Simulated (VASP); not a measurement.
Runs of VASP 6.6.1 on AlRu (rocksalt type). The structure is that of space group Fm-3m (No. 225), or close to it. The cells are those of the table. 

| task | cell | cutoff (eV) | gap on the mesh (eV) | pressure (GPa) |
| --- | --- | --- | --- | --- |
| single point | a = 3.350 Å, angles 60.0°, 2 atoms | 520 | none | 30.3 |
| single point | a = 3.525 Å, angles 60.0°, 2 atoms | 520 | none | 0.0 |
| relaxation of cell and atoms | relaxed to 30 GPa from a = 3.353 Å, angles 60.0°, 2 atoms | 600 | none | 30.0 |
| single point | a = 3.353 Å, angles 60.0°, 2 atoms | 520 | none | (a) |
| single point | a = 3.351 Å, angles 60.0°, 2 atoms | 520 | none | 30.2 |
| relaxation of cell and atoms | relaxed to 30 GPa from a = 3.351 Å, angles 60.0°, 2 atoms | 600 | none | 30.0 |
| relaxation of cell and atoms | relaxed from a = 3.586 Å, angles 60.0°, 2 atoms | 600 | none | 0.0 |

Alike in all rows: level PBE; potentials or basis VASP PAW PBE potentials, release 64 (Ru_pv, Al); no spin polarisation; k mesh 14 × 14 × 14; smearing fermi-dirac 0.1 eV.

Question: Estimate the missing entries.

Answer: (a) 29.8.

Caveats: the cell stands under pressure (at least some runs); the cell is relaxed towards a set pressure, so the run minimises the enthalpy, not the energy (at least some runs).

A k mesh can miss the band edges, and the runs leave out spin-orbit coupling on Ru.

A gap of «none» marks levels without a gap at the run's occupations.
